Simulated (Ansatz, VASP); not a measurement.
KF: VASP beside Ansatz

INCAR

```
PREC = Accurate ; ENCUT = 520
EDIFF = 1E-6 ; ISMEAR = -1
SIGMA = 0.05 ; LREAL = F
LASPH = T ; NELM = 100
ALGO = Normal ; ISIF = 2
LWAVE = F ; LCHARG = F
NBANDS = 15
```

KPOINTS

```
regular mesh
0
Gamma
  9 9 9
```

The input POSCAR:

```
KF
1.0
    0.0000000000      2.6173071446      2.6173071446
    2.6173071446      0.0000000000      2.6173071446
    2.6173071446      2.6173071446      0.0000000000
K F
1 1
Direct
    0.0000000000      0.0000000000      0.0000000000
    0.5000000000      0.5000000000      0.5000000000
```

The input input.yaml:

```yaml
crystal:
  lattice:
    - [0.0, 2.6173071446, 2.6173071446]
    - [2.6173071446, 0.0, 2.6173071446]
    - [2.6173071446, 2.6173071446, 0.0]
  atoms:
    - { symbol: K, position: [0.0, 0.0, 0.0] }
    - { symbol: F, position: [0.5, 0.5, 0.5] }
kpoints:
  mp_grid: { grid: [9, 9, 9] }
scf:
  occupations: { method: fermi_dirac, width: 0.05 }
hamiltonian:
  xc: lda
  pseudopotentials: { kind: all_electron, lapw: { basis_error: 0.001 } }
output:
  forces: true
  stress: true
  eigenvalues: true
```

Change from the starting cell: volume scaled by 0.94.

Alike in both runs: task single point; functional LDA; k mesh 9 × 9 × 9; occupations fermi-dirac, width 0.05 eV; no spin polarisation.

|  | VASP | Ansatz |
| --- | --- | --- |
| version | VASP 6.6.1 | Ansatz 0.2.0 |
| potentials or method | VASP PAW LDA potentials, release 64 (K_sv, F), cutoff 520 eV | all-electron LAPW, scalar-relativistic |

Ansatz gave:

```
gap on the k mesh at the Fermi level (eV) : 6.13
least direct gap on the mesh (eV)         : 6.13
pressure (GPa)                            : -1.6
```

Task: What did VASP give for the same quantities?

Result: gap on the k mesh at the Fermi level (eV): 6.12; least direct gap on the mesh (eV): 6.12; pressure (GPa): -1.5.

LDA's correlation is that of Perdew and Zunger in VASP and of Perdew and Wang (1992) in Ansatz. Ansatz ran all-electron here, and VASP with PAW potentials.
